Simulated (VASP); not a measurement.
Crystal: YHf2O2.

```
CELL_PARAMETERS angstrom
2.53215 1.46193 3.73345
-2.53215 1.46193 3.73345
0.00000 -2.92387 3.73345
ATOMIC_POSITIONS crystal
Y 0.00000 0.00000 0.00000
Hf 0.61871 0.61871 0.61871
Hf 0.38129 0.38129 0.38129
O 0.23816 0.23816 0.23816
O 0.76184 0.76184 0.76184
```

- Program: VASP 6.6.1
- Task: relaxation of cell and atoms
- Functional: PBE
- Potentials or basis: VASP PAW PBE potentials, release 64 (Y_sv, Hf_pv, O)
- Cutoff: 600 eV
- k mesh: 6 × 6 × 6
- Occupations: gaussian, width 0.1 eV
- Spin: no spin polarisation

At the start: pressure 46.5 GPa; volume 16.58 Å³/atom.

How do energy, volume and symmetry change on relaxing?

Over 33 steps the energy falls by 1484.8 meV/atom and the volume is 25.41 Å³/atom (+53.2 %); space group R-3m (No. 166, to 0.05 Å).

The path:
| step | energy change (eV) | largest force (eV/Å) | pressure (GPa) | volume (Å³) |
| --- | --- | --- | --- | --- |
| 1 | 0.0000 | 15.4735 | 46.48 | 82.92 |
| 2 | 5.9866 | 2.9566 | -14.62 | 151.07 |
| 3 | 4.9647 | 2.9010 | -13.91 | 140.14 |
| 4 | 4.2071 | 3.0851 | -13.19 | 131.98 |
| 5 | 1.3497 | 4.6444 | -10.62 | 105.98 |
| 6 | -1.0758 | 6.0367 | -8.22 | 94.10 |
| 7 | -2.3194 | 5.9570 | -1.92 | 88.42 |
| 8 | -2.7338 | 5.1564 | 3.63 | 85.65 |
| 9 | -2.8320 | 4.4360 | 7.34 | 84.28 |
| 10 | -2.8430 | 3.9819 | 9.42 | 83.62 |
| 11 | -4.1229 | 3.0626 | 0.76 | 95.28 |
| 12 | -5.0431 | 3.5382 | -2.92 | 107.81 |
| 13 | -5.5261 | 3.3189 | -10.00 | 136.09 |
| 14 | -5.9943 | 3.4075 | -3.26 | 138.34 |
| 15 | -6.0144 | 2.4726 | -4.59 | 138.00 |
| 16 | -6.2789 | 2.3782 | -3.99 | 134.08 |
| 17 | -6.8959 | 1.9278 | -0.95 | 122.79 |
| 18 | -6.2497 | 2.0060 | 16.35 | 102.12 |
| 19 | -7.0133 | 1.8525 | 1.80 | 117.62 |
| 20 | -7.0426 | 1.2798 | 4.52 | 113.21 |
| 21 | -6.9274 | 2.6109 | -1.10 | 114.95 |
| 22 | -7.0909 | 0.7484 | 2.27 | 113.79 |
| 23 | -7.1452 | 0.7410 | 1.09 | 116.53 |
| 24 | -7.2027 | 0.7301 | -1.67 | 124.43 |
| 25 | -7.2244 | 1.0648 | 0.14 | 124.80 |
| 26 | -7.2253 | 0.9264 | -0.16 | 124.74 |
| 27 | -7.2544 | 0.7714 | -0.12 | 124.84 |
| 28 | -7.3245 | 0.3178 | 0.04 | 125.13 |
| 29 | -7.3810 | 0.5964 | 0.55 | 125.67 |
| 30 | -7.4161 | 0.3735 | -0.25 | 126.74 |
| 31 | -7.4204 | 0.3495 | -0.60 | 127.25 |
| 32 | -7.4076 | 0.7819 | 1.29 | 126.58 |
| 33 | -7.4240 | 0.0352 | -0.02 | 127.03 |

Final structure:
```yaml
crystal:
  lattice:
    - [2.90505, 1.67723, 4.34528]
    - [-2.90505, 1.67723, 4.34528]
    - [0.00000, -3.35446, 4.34528]
  atoms:
    - { symbol: Y, position: [0.00000, 0.00000, 0.00000] }
    - { symbol: Hf, position: [0.69280, 0.69280, 0.69280] }
    - { symbol: Hf, position: [0.30720, 0.30720, 0.30720] }
    - { symbol: O, position: [0.16700, 0.16700, 0.16700] }
    - { symbol: O, position: [0.83300, 0.83300, 0.83300] }
```

Caveat: the volume moved by over 15 % at a fixed basis, so the end points are rough; an odd number of electrons without spin polarisation forces a metal; a magnetic or distorted state may lie lower.
